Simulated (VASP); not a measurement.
# GaAs (F-43m) in VASP: single point with LDA

Aim: the single point of GaAs with LDA.

Everything below comes from runs of VASP 6.6.1. Logs are shortened: lines on timing, memory, paths and dates and some standing lists are left out, and cuts for length are marked.

## 1. The cell of the first run

It takes space group F-43m (No. 216, cubic). Conventional cell: a = 5.603 Å, b = 5.603 Å, c = 5.603 Å, α = 90.00°, β = 90.00°, γ = 90.00°. Within 3.2 Å of Ga (site symmetry -43m) lie 4 As at 2.43 Å. As (site symmetry -43m) has 4 Ga at 2.43 Å within 3.2 Å.

## 2. Single point, LDA

Contents of INCAR:

```
SYSTEM = GaAs
PREC = Accurate
ENCUT = 520
EDIFF = 1E-6
ISMEAR = 0
SIGMA = 0.02
LREAL = .FALSE.
LASPH = .TRUE.
NELM = 100
ALGO = Normal
ISIF = 2
LWAVE = .FALSE.
LCHARG = .FALSE.
NBANDS = 16
```

Contents of KPOINTS:

```
Automatic mesh
0
G
  18 18 18
  0 0 0
```

Contents of POSCAR:

```
GaAs
1.0
    0.0000000000      2.8017155347      2.8017155347
    2.8017155347      0.0000000000      2.8017155347
    2.8017155347      2.8017155347      0.0000000000
Ga As
1 1
Direct
    0.0000000000      0.0000000000      0.0000000000
    0.2500000000      0.2500000000      0.2500000000
```

Potentials or basis: VASP PAW LDA potentials, release 64 (Ga_d, As).

Run with:

```console
> cat potpaw_LDA.64/Ga_d/POTCAR potpaw_LDA.64/As/POTCAR > POTCAR
> mpirun -np 1 vasp_std > vasp.out
```

OUTCAR:

```text
SYSTEM = GaAs
   PREC = Accurate
   ENCUT = 520
   EDIFF = 1E-6
   ISMEAR = 0
   LREAL = .FALSE.
   LASPH = .TRUE.
   NELM = 100
   ISIF = 2

 ion  position               nearest neighbor table
   1  0.000  0.000  0.000-   2 2.43   2 2.43   2 2.43   2 2.43
   2  0.250  0.250  0.250-   1 2.43   1 2.43   1 2.43   1 2.43

  LATTYP: Found a face centered cubic cell.
 ALAT       =     5.6034310694

  Lattice vectors:

 A1 = (   0.0000000000,   2.8017155347,   2.8017155347)
 A2 = (   2.8017155347,   0.0000000000,   2.8017155347)
 A3 = (   2.8017155347,   2.8017155347,   0.0000000000)

Analysis of symmetry for initial positions (statically):
=====================================================================
 Subroutine PRICEL returns:
 Original cell was already a primitive cell.

 Routine SETGRP: Setting up the symmetry group for a
 face centered cubic supercell.

 Subroutine GETGRP returns: Found 24 space group operations
 (whereof 24 operations were pure point group operations)
 out of a pool of 48 trial point group operations.

The static configuration has the point symmetry T_d .

Analysis of symmetry for dynamics (positions and initial velocities):
=====================================================================
 Subroutine PRICEL returns:
 Original cell was already a primitive cell.

 Routine SETGRP: Setting up the symmetry group for a
 face centered cubic supercell.

 Subroutine GETGRP returns: Found 24 space group operations
 (whereof 24 operations were pure point group operations)
 out of a pool of 48 trial point group operations.

The dynamic configuration has the point symmetry T_d .

 Subroutine INISYM returns: Found 24 space group operations
 (whereof 24 operations are pure point group operations),
 and found     1 'primitive' translations

----------------------------------------------------------------------------------------

                                     Primitive cell

  volume of cell :      43.9847

  direct lattice vectors                    reciprocal lattice vectors
     0.000000000  2.801715535  2.801715535    -0.178462086  0.178462086  0.178462086
     2.801715535  0.000000000  2.801715535     0.178462086 -0.178462086  0.178462086
     2.801715535  2.801715535  0.000000000     0.178462086  0.178462086 -0.178462086

  length of vectors
     3.962224107  3.962224107  3.962224107     0.309105401  0.309105401  0.309105401

  position of ions in fractional coordinates (direct lattice)
     0.000000000  0.000000000  0.000000000
     0.250000000  0.250000000  0.250000000

  ion indices of the primitive-cell ions
   primitive index   ion index
                 1           1
                 2           2

----------------------------------------------------------------------------------------

 KPOINTS: Automatic mesh

Automatic generation of k-mesh.
 Grid dimensions read from file:
 generate k-points for:   18   18   18

 Generating k-lattice:

  Cartesian coordinates                     Fractional coordinates (reciprocal lattice)
    -0.009914560  0.009914560  0.009914560     0.055555556  0.000000000  0.000000000
     0.009914560 -0.009914560  0.009914560     0.000000000  0.055555556  0.000000000
     0.009914560  0.009914560 -0.009914560     0.000000000  0.000000000  0.055555556

  Length of vectors
     0.017172522  0.017172522  0.017172522

  Shift w.r.t. Gamma in fractional coordinates (k-lattice)
     0.000000000  0.000000000  0.000000000

 Subroutine IBZKPT returns following result:
 ===========================================

 Found    195 irreducible k-points:

 Following reciprocal coordinates:
            Coordinates               Weight
  0.000000  0.000000  0.000000      1.000000
  0.055556  0.000000  0.000000      8.000000
  0.111111  0.000000  0.000000      8.000000
  0.166667  0.000000  0.000000      8.000000
  0.222222  0.000000  0.000000      8.000000
  0.277778  0.000000  0.000000      8.000000
[... 16 lines left out ...]
 -0.277778  0.055556  0.000000     24.000000
 -0.222222  0.055556  0.000000     24.000000
 [... further k-points ...]
   k-points           NKPTS =    195   k-points in BZ     NKDIM =    195   number of bands    NBANDS=     16
   number of dos      NEDOS =    301   number of ions     NIONS =      2
   total plane-waves  NPLWV =  27000
   dimension x,y,z NGX =    30 NGY =   30 NGZ =   30
   dimension x,y,z NGXF=    60 NGYF=   60 NGZF=   60
   ions per type =               1   1
   NGX,Y,Z   is equivalent  to a cutoff of  12.59, 12.59, 12.59 a.u.
   NGXF,Y,Z  is equivalent  to a cutoff of  25.17, 25.17, 25.17 a.u.
 SYSTEM =  GaAs
   PREC   = accura    normal or accurate (medium, high low for compatibility)
   ISTART =      0    job   : 0-new  1-cont  2-samecut
   ICHARG =      2    charge: 1-file 2-atom 10-const
   ISPIN  =      1    spin polarized calculation?
   LNONCOLLINEAR =      F non collinear calculations
   LSORBIT =      F    spin-orbit coupling
   LASPH  =      T    aspherical Exc in radial PAW
   ENCUT  =  520.0 eV  38.22 Ry    6.18 a.u.   7.37  7.37  7.37*2*pi/ulx,y,z
   NELM   =    100;   NELMIN=  2; NELMDL= -5     # of ELM steps
   EDIFF  = 0.1E-05   stopping-criterion for ELM
   LREAL  =      F    real-space projection
   EDIFFG = 0.1E-04   stopping-criterion for IOM
   NSW    =      0    number of steps for IOM
   IBRION =     -1    ionic relax: 0-MD 1-quasi-New 2-CG
   NFREE  =      0    steps in history (QN), initial steepest desc. (CG)
   ISIF   =      2    stress and relaxation
   ISYM   =      2    0-nonsym 1-usesym 2-fastsym
   POTIM  = 0.5000    time-step for ionic-motion
   TEBEG  =    0.0;   TEEND  =   0.0 temperature during run
   PSTRESS=    0.0 pullay stress
   NELECT =      18.0000    total number of electrons
   NUPDOWN=      -1.0000    fix difference up-down
   EMIN   =  10.00;   EMAX   =-10.00  energy-range for DOS
   EFERMI =   0.00;   METHOD = LEGACY
   ISMEAR =     0;   SIGMA  =   0.02  broadening in eV -4-tet -1-fermi 0-gaus
   EFERMI_NEDOS =   21; number of points for ismear=-14 and -15
   IALGO  =     38    algorithm
   IMIX   =      4    mixing-type and parameters
     AMIX     =   0.40;   BMIX     =  1.00
     AMIX_MAG =   1.60;   BMIX_MAG =  1.00
  volume/ion in A,a.u.               =      21.99       148.41
  Fermi-wavevector in a.u.,A,eV,Ry     =   1.215435  2.296839 20.099635  1.477281
  Thomas-Fermi vector in A             =   2.350822
   LORBIT       =      0    0 simple, 1 ext, 2 COOP (PROOUT), +10 PAW based schemes
   GGA     = CA    functional components
   LHFCALC =     F    Hartree Fock is set to
   AEXX    =    0.0000 exact exchange contribution
   IVDW    =     0    specifies the selected vdW correction
   LEPSILON=     F    determine dielectric tensor
   LRPA    =     F    only Hartree local field effects (RPA)
 non-spin polarized calculation
 Gauss-broadening in eV      SIGMA  =   0.02
  energy-cutoff  :      520.00
  volume of cell :       43.98
 maximum number of plane-waves:      1243
 NGX is ok and might be reduce to    30
   NGX = 15   NGY = 15   NGZ = 15

 number of electron      18.0000013 magnetization

 Free energy of the ion-electron system (eV)
  ---------------------------------------------------
  ext. energy  EPLUGINS =         0.00000000
  ---------------------------------------------------
  free energy    TOTEN  =        -9.64244474 eV

  energy without entropy =       -9.64244474  energy(sigma->0) =       -9.64244474

 E-fermi :   4.2240     XC(G=0): -10.0313

 val. band max:        4.0589833005   @ k =   0.0000   0.0000   0.0000
 cond. band min:       4.5943455457   @ k =   0.0000   0.0000   0.0000
 fundamental gap:      0.5353622452
 Fermi energy:         4.2239942722

 k-point     1 :       0.0000    0.0000    0.0000
  band No.  band energies     occupation
      1     -10.9183      2.00000
      2     -10.9183      2.00000
      3     -10.9183      2.00000
      4     -10.8335      2.00000
      5     -10.8335      2.00000
      6      -8.9005      2.00000
[... 8 lines left out ...]
     15      14.2981      0.00000
     16      14.2981      0.00000

 k-point     2 :       0.0556    0.0000    0.0000
  band No.  band energies     occupation
      1     -10.9214      2.00000
      2     -10.9175      2.00000
      3     -10.9175      2.00000
      4     -10.8335      2.00000
      5     -10.8335      2.00000
      6      -8.8626      2.00000
[... 8 lines left out ...]
     15      13.9586      0.00000
     16      13.9586      0.00000

 k-point     3 :       0.1111    0.0000    0.0000
  band No.  band energies     occupation
      1     -10.9302      2.00000
      2     -10.9153      2.00000
      3     -10.9153      2.00000
      4     -10.8336      2.00000
      5     -10.8336      2.00000
      6      -8.7503      2.00000
[... 8 lines left out ...]
     15      13.4658      0.00000
     16      13.4658      0.00000

 k-point     4 :       0.1667    0.0000    0.0000
  band No.  band energies     occupation
      1     -10.9428      2.00000
      2     -10.9119      2.00000
      3     -10.9119      2.00000
      4     -10.8337      2.00000
      5     -10.8337      2.00000
      6      -8.5679      2.00000
[... 8 lines left out ...]
     15      13.1265      0.00000
     16      13.1265      0.00000
[... 324 lines left out ...]
 k-point    22 :      -0.3333    0.0556    0.0000
  band No.  band energies     occupation
      1     -10.9900      2.00000
      2     -10.9002      2.00000
      3     -10.8993      2.00000
      4     -10.8329      2.00000
      5     -10.8305      2.00000
      6      -7.5688      2.00000
[... 8 lines left out ...]
     15      13.4589      0.00000
     16      14.8037      0.00000

 k-point    23 :      -0.2778    0.0556    0.0000
  band No.  band energies     occupation
      1     -10.9781      2.00000
      2     -10.9033      2.00000
      3     -10.9017      2.00000
      4     -10.8342      2.00000
      5     -10.8313      2.00000
      6      -7.8929      2.00000
[... 8 lines left out ...]
     15      12.9056      0.00000
     16      14.1651      0.00000

 k-point    24 :      -0.2222    0.0556    0.0000
  band No.  band energies     occupation
      1     -10.9643      2.00000
      2     -10.9070      2.00000
      3     -10.9050      2.00000
      4     -10.8349      2.00000
      5     -10.8320      2.00000
      6      -8.1988      2.00000
[... 8 lines left out ...]
     15      12.9664      0.00000
     16      13.8188      0.00000

 [... further k-points ...]
[... 5 lines left out ...]
  --------------------------------------------------------------------------------------
  -------------------------------------------------------------------------------------
  Total        0.0883729      0.0883729      0.0883729      0.0000000      0.0000000     -0.0000000
  in kB        3.2190481      3.2190481      3.2190481      0.0000000      0.0000000     -0.0000000
  external PRESSURE =       3.2190481 kB  Pullay stress =       0.0000000 kB

 VOLUME and BASIS-vectors are now :
 -----------------------------------------------------------------------------
  energy-cutoff  :      520.00
  volume of cell :       43.98
      direct lattice vectors                 reciprocal lattice vectors
     0.000000000  2.801715535  2.801715535    -0.178462086  0.178462086  0.178462086
     2.801715535  0.000000000  2.801715535     0.178462086 -0.178462086  0.178462086
     2.801715535  2.801715535  0.000000000     0.178462086  0.178462086 -0.178462086

 POSITION                                       TOTAL-FORCE (eV/Angst)
 -----------------------------------------------------------------------------------
      0.00000      0.00000      0.00000        -0.000000     -0.000000      0.000000
      1.40086      1.40086      1.40086         0.000000      0.000000     -0.000000
 -----------------------------------------------------------------------------------
    total drift:                               -0.000000     -0.000000     -0.000000

  FREE ENERGIE OF THE ION-ELECTRON SYSTEM (eV)
  ---------------------------------------------------
  free  energy   TOTEN  =        -9.6424447446 eV

  energy  without entropy=       -9.6424447446  energy(sigma->0) =       -9.64244474
```

It took 2.2 min on 1 thread of AMD EPYC 7R43 (Zen 3), shared host; peak memory 0.22 GiB.

What came out:

```yaml
Free_energy: -9.6424 eV
Pressure: 0.3 GPa
Band_gap_on_the_k_mesh: 0.54 eV, direct
```

Levels at points of the mesh, in eV from the valence-band top:
| k point | band 7 | band 8 | band 9 | band 10 | band 11 | band 12 |
| --- | --- | --- | --- | --- | --- | --- |
| (0.00, 0.00, 0.00) | 0.00 | 0.00 | 0.00 | 0.54 | 3.68 | 3.68 |
| (0.50, 0.00, 0.00) | -6.84 | -1.19 | -1.19 | 0.94 | 4.59 | 4.59 |
| (0.50, 0.50, 0.00) | -7.00 | -2.79 | -2.79 | 1.29 | 1.54 | 10.26 |

A k mesh can miss the band edges. As with any semilocal functional, this LDA gap is likely too small.
